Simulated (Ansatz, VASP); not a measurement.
## HfN: VASP beside Ansatz

```
Hf N
1.0
     3.08543    0.00000    0.00000
    -1.54272    2.67206    0.00000
     0.00000    0.00000    2.89086
Hf N
1 1
Direct
  0.00000 0.00000 0.00000
  0.66667 0.33333 0.50000
```

Alike in both runs: task single point; functional r2SCAN; k mesh 18 × 18 × 18; occupations gaussian, width 0.05 eV; no spin polarisation.

|  | VASP | Ansatz |
| --- | --- | --- |
| version | VASP 6.6.1 | Ansatz 0.2.0 |
| potentials or method | VASP PAW PBE potentials, release 64 (Hf_pv, N), cutoff 520 eV | scalar-relativistic, plane waves, PAW |
| valence electrons in the cell | 15 | 31 |

```tsv
	VASP	Ansatz	Ansatz less VASP
pressure (GPa)	-2.1	0.1	+2.19
traceless stress, the component that is largest in VASP (GPa)	0.01	0.25	+0.232
```

VASP's potentials were made for PBE, not for r2SCAN. VASP's potentials hold 15 valence electrons a cell and Ansatz's 31, so a difference there can come from the potentials and not from the codes.

Neither program's run includes spin-orbit coupling.
